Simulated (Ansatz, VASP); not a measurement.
One calculation of ScTiSe3, two programs

```
CELL_PARAMETERS angstrom
3.66548 -4.27281 0.00000
3.66548 4.27281 0.00000
0.00000 0.00000 4.72180
ATOMIC_POSITIONS crystal
Sc 0.00000 0.00000 0.00000
Ti 0.50000 0.50000 0.00000
Se 0.15075 0.84925 0.50000
Se 0.84925 0.15075 0.50000
Se 0.50000 0.50000 0.50000
```

Alike in both runs: functional PBE; k mesh 3 × 3 × 3; occupations gaussian, width 0.15 eV; collinear spin.

Ansatz relaxed the structure, and its values are those at the end. VASP's run is a single point on that final structure, the one shown.

|  | VASP | Ansatz |
| --- | --- | --- |
| version | VASP 6.6.1 | Ansatz 0.2.0 |
| potentials or method | VASP PAW PBE potentials, release 64 (Sc_sv, Ti_sv, Se), cutoff 520 eV | scalar-relativistic, plane waves, PAW |
| valence electrons in the cell | 41 | 71 |

|  | VASP | Ansatz | Ansatz less VASP |
| --- | --- | --- | --- |
| gap on the k mesh at the Fermi level (eV) | none | none | - |
| pressure (GPa) | 0.3 | 0.2 | -0.09 |
| rms of the force components (eV/Å) | 0.003 | 0.012 | +0.0090 |
| net moment per atom (μB) | 0.53 | 0.52 | 0.000 |
| size of the moment on the site where the two differ most (μB) | 1.50 | 1.30 | -0.200 |

Site moments also hang on the region over which each program counts them. A gap of «none» marks a metal or a gap that the smearing closes. VASP's potentials hold 41 valence electrons a cell and Ansatz's 71, so a difference there can come from the potentials and not from the codes.

The k mesh is coarse, so the values compare programs but aren't converged.
